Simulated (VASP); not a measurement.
HgTe, 2 atoms in the cell. Symmetry: F-43m, No. 216, cubic system. Conventional cell: a = 6.650 Å, b = 6.650 Å, c = 6.650 Å, α = 90.00°, β = 90.00°, γ = 90.00°. Hg (site symmetry -43m) has 4 Te at 2.88 Å within 3.8 Å. Te (site symmetry -43m) has 4 Hg at 2.88 Å within 3.8 Å. 

- Program: VASP 6.6.1
- Task: single point
- Functional: PBE
- Potentials or basis: VASP PAW PBE potentials, release 64 (Hg, Te)
- Cutoff: 520 eV
- k mesh: 9 × 9 × 9
- Occupations: gaussian, width 0.1 eV
- Spin: no spin polarisation
- Dipole correction: no
- Further INCAR settings: ALGO = Normal; EDIFF = 1e-07; NBANDS = 16

Potentials or basis: VASP PAW PBE potentials, release 64 (Hg, Te).

Command:

```sh
$ cat potpaw_PBE.64/Hg/POTCAR potpaw_PBE.64/Te/POTCAR > POTCAR
$ mpirun -np 1 vasp_std > vasp.out
```

Hardware: 1 thread of Intel Xeon 8259CL (shared host).

Task: Estimate the wall time of this run.

Result: It took 70 s on 1 thread of Intel Xeon 8259CL, on a shared host, peak memory 0.22 GiB. Counts: scf iterations 13, k points 35.
